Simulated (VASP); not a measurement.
Here is a VASP 6.6.1 calculation.

INCAR

```
SYSTEM = ScF3
ALGO = Normal
EDIFF = 1E-6
ENCUT = 520
GGA = CA
ISIF = 2
ISMEAR = 0
LASPH = .TRUE.
LCHARG = .FALSE.
LREAL = .FALSE.
LWAVE = .FALSE.
NBANDS = 24
NELM = 100
PREC = Accurate
SIGMA = 0.05
```

The input KPOINTS:

```
k-points
0
G
  6 6 6
  0 0 0
```

POSCAR

```
ScF3
1.0
    3.6764487494      0.0000000000      0.0000000000
    0.0000000000      3.6764487494      0.0000000000
    0.0000000000      0.0000000000      4.7793833742
Sc F
1 3
Direct
    0.0000000000      0.0000000000      0.0000000000
    0.5000000000      0.0000000000      0.0000000000
    0.0000000000      0.5000000000      0.0000000000
    0.0000000000      0.0000000000      0.5000000000
```

Potentials or basis: VASP PAW LDA potentials, release 64 (Sc_sv, F).

Command:

```console
$ cat potpaw_LDA.64/Sc_sv/POTCAR potpaw_LDA.64/F/POTCAR > POTCAR
$ mpirun -np 1 vasp_std > vasp.out
```

Task: Predict the band gap on the k mesh.

Result: 4.49 eV, indirect (least direct gap 4.53 eV).

Task: Predict the pressure.

Result: 11.1 GPa.

Stress tensor (GPa, compression positive):
```
 28.78   0.00   0.00
  0.00  28.78   0.00
  0.00   0.00 -24.29
```

 A k mesh can miss the band edges.
